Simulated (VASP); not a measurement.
# Ge (P6/mmm) in VASP: further runs, part 2 of 2

VASP 6.6.1. Earlier steps stand in the parts before.

## 3. Single point, PBE

This run uses another cell than the first one, of 22.89 Å³/atom, 1.185 times its volume.

Contents of INCAR:

```
PREC = Accurate ; ENCUT = 520
EDIFF = 1E-6 ; ISMEAR = 0
SIGMA = 0.1 ; LREAL = False
LASPH = True ; NELM = 80
ALGO = Normal ; ISIF = 2
LWAVE = False ; LCHARG = False
GGA = PE ; NBANDS = 51
```

Contents of KPOINTS:

```
Automatic mesh
0
Gamma
  6 6 4
```

Contents of POSCAR:

```
Ge
1.0
    4.6293903300      0.0000000000      0.0000000000
   -2.3146951700      4.0091696300      0.0000000000
    0.0000000000      0.0000000000      7.4011605000
Ge
6
Direct
    0.3333333300      0.6666666700      0.7725676000
    0.3333333300      0.6666666700      0.2274324000
    0.6666666700      0.3333333300      0.2274324000
    0.6666666700      0.3333333300      0.7725676000
    0.0000000000      0.0000000000      0.0000000000
    0.0000000000      0.0000000000      0.5000000000
```

Potentials or basis: VASP PAW PBE potentials, release 64 (Ge_d).

The run is started by

```bash
> cat potpaw_PBE.64/Ge_d/POTCAR > POTCAR
> mpirun -np 1 vasp_std > vasp.out
```

OUTCAR:

```text
PREC = Accurate
   ENCUT = 520
   EDIFF = 1E-6
   ISMEAR = 0
   LREAL = False
   LASPH = True
   NELM = 80
   ISIF = 2
   GGA = PE

 ion  position               nearest neighbor table
   1  0.333  0.667  0.773-   4 2.67   4 2.67   4 2.67
   2  0.333  0.667  0.227-   3 2.67   3 2.67   3 2.67
   3  0.667  0.333  0.227-   2 2.67   2 2.67   2 2.67
   4  0.667  0.333  0.773-   1 2.67   1 2.67   1 2.67
   5  0.000  0.000  0.000-
   6  0.000  0.000  0.500-

  LATTYP: Found a hexagonal cell.
 ALAT       =     4.6293903300
 C/A-ratio  =     1.5987333045

  Lattice vectors:

 A1 = (   4.6293903300,   0.0000000000,   0.0000000000)
 A2 = (  -2.3146951700,   4.0091696300,   0.0000000000)
 A3 = (   0.0000000000,   0.0000000000,   7.4011605000)

Analysis of symmetry for initial positions (statically):
=====================================================================
 Subroutine PRICEL returns:
 Original cell was already a primitive cell.

 Routine SETGRP: Setting up the symmetry group for a
 hexagonal supercell.

 Subroutine GETGRP returns: Found 24 space group operations
 (whereof 24 operations were pure point group operations)
 out of a pool of 24 trial point group operations.

The static configuration has the point symmetry D_6h.

Analysis of symmetry for dynamics (positions and initial velocities):
=====================================================================
 Subroutine PRICEL returns:
 Original cell was already a primitive cell.

 Routine SETGRP: Setting up the symmetry group for a
 hexagonal supercell.

 Subroutine GETGRP returns: Found 24 space group operations
 (whereof 24 operations were pure point group operations)
 out of a pool of 24 trial point group operations.

The dynamic configuration has the point symmetry D_6h.

 Subroutine INISYM returns: Found 24 space group operations
[... 121 lines left out ...]
     AMIX_MAG =   1.60;   BMIX_MAG =  1.00
  volume/ion in A,a.u.               =      22.89       154.50
  Fermi-wavevector in a.u.,A,eV,Ry     =   1.389553  2.625875 26.270927  1.930859
  Thomas-Fermi vector in A             =   2.513573
   LORBIT       =      0    0 simple, 1 ext, 2 COOP (PROOUT), +10 PAW based schemes
   GGA     = PE    functional components
   LHFCALC =     F    Hartree Fock is set to
   AEXX    =    0.0000 exact exchange contribution
   IVDW    =     0    specifies the selected vdW correction
   LEPSILON=     F    determine dielectric tensor
   LRPA    =     F    only Hartree local field effects (RPA)
 non-spin polarized calculation
 Gauss-broadening in eV      SIGMA  =   0.10
  energy-cutoff  :      520.00
  volume of cell :      137.37
 maximum number of plane-waves:      3736
 NGX is ok and might be reduce to    36
   NGX = 17   NGY = 17   NGZ = 27

 number of electron      83.9999918 magnetization

 Free energy of the ion-electron system (eV)
  ---------------------------------------------------
  ext. energy  EPLUGINS =         0.00000000
  ---------------------------------------------------
  free energy    TOTEN  =       -24.15901939 eV

  energy without entropy =      -24.13568735  energy(sigma->0) =      -24.14735337

 E-fermi :   4.9116     XC(G=0): -10.2860

 val. band max:        4.8835269381   @ k =   0.3333   0.3333   0.2500
 cond. band min:       4.9231038022   @ k =   0.3333   0.0000   0.0000
 fundamental gap:      0.0395768641
 Fermi energy:         4.9115979187

 k-point     1 :       0.0000    0.0000    0.0000
  band No.  band energies     occupation
      1     -20.0923      2.00000
      2     -20.0923      2.00000
      3     -20.0860      2.00000
      4     -20.0860      2.00000
      5     -20.0819      2.00000
      6     -19.9820      2.00000
[... 1123 lines left out ...]
     50      10.0033      0.00000
     51      10.4235      0.00000

------------------------ aborting loop because EDIFF is reached ----------------------------------------

  FORCE on cell =-STRESS in cart. coord.  units (eV):
  Direction    XX          YY          ZZ          XY          YZ          ZX
  --------------------------------------------------------------------------------------
  -------------------------------------------------------------------------------------
  Total       -3.2117058     -3.2117058     -4.0177824      0.0000000      0.0000000     -0.0000000
  in kB      -37.4600443    -37.4600443    -46.8617977      0.0000000      0.0000000     -0.0000000
  external PRESSURE =     -40.5939621 kB  Pullay stress =       0.0000000 kB

 VOLUME and BASIS-vectors are now :
 -----------------------------------------------------------------------------
  energy-cutoff  :      520.00
  volume of cell :      137.37
      direct lattice vectors                 reciprocal lattice vectors
     4.629390330  0.000000000  0.000000000     0.216011165  0.124714105  0.000000000
    -2.314695170  4.009169630  0.000000000     0.000000000  0.249428209  0.000000000
     0.000000000  0.000000000  7.401160500     0.000000000  0.000000000  0.135113946

 POSITION                                       TOTAL-FORCE (eV/Angst)
 -----------------------------------------------------------------------------------
     -0.00000      2.67278      5.71790         0.000000     -0.000000     -0.099932
     -0.00000      2.67278      1.68326         0.000000     -0.000000      0.099932
      2.31470      1.33639      1.68326        -0.000000      0.000000      0.099932
      2.31470      1.33639      5.71790        -0.000000      0.000000     -0.099932
      0.00000      0.00000      0.00000        -0.000000      0.000000     -0.000000
      0.00000      0.00000      3.70058        -0.000000      0.000000     -0.000000
 -----------------------------------------------------------------------------------
    total drift:                               -0.000000      0.000000     -0.000000

  FREE ENERGIE OF THE ION-ELECTRON SYSTEM (eV)
  ---------------------------------------------------
  free  energy   TOTEN  =       -24.1590193930 eV

  energy  without entropy=      -24.1356873511  energy(sigma->0) =      -24.14735337
```

stdout:

```text
POSCAR found type information on POSCAR Ge
 POSCAR found :  1 types and       6 ions
 scaLAPACK will be used
 LDA part: xc-table for (Slater+PW92), standard interpolation
 POSCAR, INCAR and KPOINTS ok, starting setup
 FFT: planning ... GRIDC
 FFT: planning ... GRID_SOFT
 FFT: planning ... GRID
 WAVECAR not read
 entering main loop
```

It took 54 s on 1 thread of Intel Xeon 6975P-C (Granite Rapids), shared host; peak memory 0.28 GiB.

Results:

- Free energy: -24.1590 eV
- Pressure: -4.1 GPa
- Largest force: 0.100 eV/Å
- Band gap on the k mesh: zero (band 42 reaches 5.27 eV, above the bottom of band 43 at 3.61 eV)

Forces on the atoms (eV/Å):
```
Ge   0.000  0.000 -0.100
Ge   0.000  0.000  0.100
Ge   0.000  0.000  0.100
Ge   0.000  0.000 -0.100
Ge   0.000  0.000  0.000
Ge   0.000  0.000  0.000
```

Stress tensor (GPa, compression positive):
```
-3.75  0.00  0.00
 0.00 -3.75  0.00
 0.00  0.00 -4.69
```
